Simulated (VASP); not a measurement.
# Re (P6_3/mmc) in VASP: a series of runs, part 2 of 2

VASP 6.6.1.

## Step 3: Relaxation of shape and atoms at fixed volume, PBE (volume scaled by 0.91)

Input file INCAR:

```
SYSTEM = Re
PREC = Accurate
ENCUT = 600
EDIFF = 1E-6
ISMEAR = 0
SIGMA = 0.1
LREAL = .False.
LASPH = .True.
NELM = 80
ALGO = Normal
ISIF = 4
LWAVE = .False.
LCHARG = .False.
GGA = PE
IBRION = 2
NSW = 50
EDIFFG = -0.01
```

Input file KPOINTS:

```
regular mesh
0
Gamma
  18 18 10
  0 0 0
```

Input file POSCAR:

```
Re
1.0
    2.6890101677      0.0000000000      0.0000000000
   -1.3445050839      2.3287511163      0.0000000000
    0.0000000000      0.0000000000      4.3453536577
Re
2
Direct
    0.3333333333      0.6666666667      0.2500000000
    0.6666666667      0.3333333333      0.7500000000
```

Potentials or basis: VASP PAW PBE potentials, release 64 (Re).

The run is started by

```sh
$ cat potpaw_PBE.64/Re/POTCAR > POTCAR
$ mpirun -np 1 vasp_std > vasp.out
```

Wall time 60 s (1 thread of AMD EPYC 9R45 (Zen 5), shared host); peak memory 0.19 GiB.

Results (log left out):

```yaml
Free_energy: -24.5307 eV
Pressure_after_relaxing: 42.7 GPa
Band_gap_on_the_k_mesh: zero (band 7 reaches 10.62 eV, above the bottom of band 8 at 6.95 eV)
```

Final structure:
```
CELL_PARAMETERS angstrom
2.68901 0.00000 0.00000
-1.34451 2.32875 0.00000
0.00000 0.00000 4.34535
ATOMIC_POSITIONS crystal
Re 0.33333 0.66667 0.25000
Re 0.66667 0.33333 0.75000
```

Levels at points of the mesh, in eV from the Fermi level:
| k point | band 5 | band 6 | band 7 | band 8 | band 9 | band 10 |
| --- | --- | --- | --- | --- | --- | --- |
| (0.00, 0.00, 0.00) | -1.80 | -0.85 | -0.85 | 0.20 | 0.20 | 0.81 |
| (0.50, 0.00, 0.00) | -1.73 | -1.49 | -0.64 | 4.48 | 4.93 | 5.09 |
| (0.00, 0.00, 0.50) | -1.93 | -1.93 | -1.93 | -1.93 | 2.86 | 2.86 |
| (0.50, 0.00, 0.50) | 0.42 | 0.42 | 1.12 | 1.12 | 4.83 | 4.92 |

Caveat: the relaxation stopped at its first step, so nothing moved; spin-orbit coupling is left out, which moves the levels of the heavy elements.

## Step 4: Relaxation of shape and atoms at fixed volume, PBE (volume scaled by 0.94)

Input file INCAR:

```
ALGO = Normal
EDIFF = 1E-7
EDIFFG = -0.01
ENCUT = 600
GGA = PE
IBRION = 2
ISIF = 4
ISMEAR = 0
LASPH = T
LCHARG = F
LREAL = F
LWAVE = F
NELM = 100
NSW = 50
PREC = Accurate
SIGMA = 0.1
```

Input file KPOINTS:

```
k-points
0
Gamma
  18 18 10
```

Input file POSCAR:

```
Re
1.0
    2.7182408292      0.0000000000      0.0000000000
   -1.3591204146      2.3540656117      0.0000000000
    0.0000000000      0.0000000000      4.3925894634
Re
2
Direct
    0.3333333333      0.6666666667      0.2500000000
    0.6666666667      0.3333333333      0.7500000000
```

Potentials or basis: VASP PAW PBE potentials, release 64 (Re).

The run is started by

```sh
$ cat potpaw_PBE.64/Re/POTCAR > POTCAR
$ mpirun -np 1 vasp_std > vasp.out
```

OUTCAR:

```text
EDIFF = 1E-7
   EDIFFG = -0.01
   ENCUT = 600
   GGA = PE
   IBRION = 2
   ISIF = 4
   ISMEAR = 0
   LASPH = T
   LREAL = F
   NELM = 100
   NSW = 50
   PREC = Accurate

 ion  position               nearest neighbor table
   1  0.333  0.667  0.250-   2 2.70   2 2.70   2 2.70   2 2.70   2 2.70   2 2.70
   2  0.667  0.333  0.750-   1 2.70   1 2.70   1 2.70   1 2.70   1 2.70   1 2.70

  LATTYP: Found a hexagonal cell.
 ALAT       =     2.7182408292
 C/A-ratio  =     1.6159677304

  Lattice vectors:

 A1 = (   2.7182408292,   0.0000000000,   0.0000000000)
 A2 = (  -1.3591204146,   2.3540656117,   0.0000000000)
 A3 = (   0.0000000000,   0.0000000000,   4.3925894634)
[... 521 lines left out ...]

 [... further k-points ...]
[... 5 lines left out ...]
  --------------------------------------------------------------------------------------
  -------------------------------------------------------------------------------------
  Total        4.5498054      4.5498054      4.5426786     -0.0000000     -0.0000000     -0.0000000
  in kB      259.3440521    259.3440521    258.9378175     -0.0000000     -0.0000000     -0.0000000
  external PRESSURE =     259.2086406 kB  Pullay stress =       0.0000000 kB

 VOLUME and BASIS-vectors are now :
 -----------------------------------------------------------------------------
  energy-cutoff  :      600.00
  volume of cell :       28.11
      direct lattice vectors                 reciprocal lattice vectors
     2.718240829  0.000000000  0.000000000     0.367884990  0.212398498  0.000000000
    -1.359120415  2.354065612  0.000000000     0.000000000  0.424796996  0.000000000
     0.000000000  0.000000000  4.392589463     0.000000000  0.000000000  0.227656149

 POSITION                                       TOTAL-FORCE (eV/Angst)
 -----------------------------------------------------------------------------------
     -0.00000      1.56938      1.09815         0.000000      0.000000      0.000000
      1.35912      0.78469      3.29444        -0.000000     -0.000000      0.000000
 -----------------------------------------------------------------------------------
    total drift:                                0.000000     -0.000000     -0.000000

  FREE ENERGIE OF THE ION-ELECTRON SYSTEM (eV)
  ---------------------------------------------------
  free  energy   TOTEN  =       -24.7217464287 eV

  energy  without entropy=      -24.7139668700  energy(sigma->0) =      -24.71785665

 reached required accuracy - stopping structural energy minimisation
```

OSZICAR:

```text
N       E                     dE             d eps       ncg     rms          rms(c)
DAV:   1     0.376413475613E+02    0.37641E+02   -0.75227E+03  8560   0.174E+03
DAV:   2    -0.180412160429E+02   -0.55683E+02   -0.47004E+02  7602   0.330E+02
DAV:   3    -0.256136938932E+02   -0.75725E+01   -0.61472E+01  8015   0.306E+02
DAV:   4    -0.260198356354E+02   -0.40614E+00   -0.36970E+00  8828   0.346E+01
DAV:   5    -0.260332645644E+02   -0.13429E-01   -0.12816E-01  8532   0.357E+00    0.466E+01
DAV:   6    -0.250881357807E+02    0.94513E+00   -0.81718E-01  9064   0.288E+01    0.204E+01
DAV:   7    -0.247334553123E+02    0.35468E+00   -0.67763E-01  9355   0.251E+01    0.491E-01
DAV:   8    -0.247225089609E+02    0.10946E-01   -0.80026E-03  9080   0.857E-01    0.142E-01
DAV:   9    -0.247217327558E+02    0.77621E-03   -0.55994E-04  9334   0.249E-01    0.399E-02
DAV:  10    -0.247217466751E+02   -0.13919E-04   -0.53368E-05  7888   0.688E-02    0.480E-03
DAV:  11    -0.247217470462E+02   -0.37105E-06   -0.97997E-07  7512   0.216E-02    0.323E-03
DAV:  12    -0.247217464102E+02    0.63594E-06   -0.55516E-08  4509   0.891E-03    0.361E-04
DAV:  13    -0.247217464287E+02   -0.18473E-07   -0.22471E-08  4226   0.503E-03
   1 F= -.24721746E+02 E0= -.24717857E+02  d E =-.247217E+02
```

CONTCAR:

```text
Re
   1.00000000000000
     2.7182408292000000    0.0000000000000000    0.0000000000000000
    -1.3591204146000000    2.3540656116999998    0.0000000000000000
     0.0000000000000000    0.0000000000000000    4.3925894634000002
  Re
     2
Direct
     0.3333333332999970    0.6666666667000030    0.2500000000000000
     0.6666666667000030    0.3333333332999970    0.7500000000000000

  0.00000000E+00  0.00000000E+00  0.00000000E+00
  0.00000000E+00  0.00000000E+00  0.00000000E+00
```

Run time: 67 s. Hardware: 1 thread of AMD EPYC 9R45 (Zen 5), shared host; peak memory 0.19 GiB.

Results:

```
Free energy             : -24.7217 eV
Pressure after relaxing : 25.9 GPa
Band gap on the k mesh  : zero (band 7 reaches 10.07 eV, above the bottom of band 8 at 6.63 eV)
```

Final structure:
```
CELL_PARAMETERS angstrom
2.71824 0.00000 0.00000
-1.35912 2.35407 0.00000
0.00000 0.00000 4.39259
ATOMIC_POSITIONS crystal
Re 0.33333 0.66667 0.25000
Re 0.66667 0.33333 0.75000
```

Caveat: the relaxation stopped at its first step, so nothing moved; spin-orbit coupling is left out, which moves the levels of the heavy elements.

## Step 5: The runs side by side

| task | cell | cutoff (eV) | gap on the mesh (eV) | pressure (GPa) |
| --- | --- | --- | --- | --- |
| single point | a = 2.856, b = 2.856, c = 4.613 Å, angles 90.0, 90.0, 120.0°, 2 atoms | 520 | none | -26.7 |
| relaxation of shape and atoms at fixed volume | relaxed from a = 2.689, b = 2.689, c = 4.345 Å, angles 90.0, 90.0, 120.0°, 2 atoms | 600 | none | 42.7 |
| relaxation of shape and atoms at fixed volume | relaxed from a = 2.718, b = 2.718, c = 4.393 Å, angles 90.0, 90.0, 120.0°, 2 atoms | 600 | none | 25.9 |

Alike in all rows: level PBE; potentials or basis VASP PAW PBE potentials, release 64 (Re); no spin polarisation; k mesh 18 × 18 × 10; smearing gaussian 0.1 eV.

Caveats: spin-orbit coupling is left out, which moves the levels of the heavy elements; the relaxation stopped at its first step, so nothing moved (some runs).

Total energies depend on the potentials used, so only differences within one code and one set of settings carry meaning.
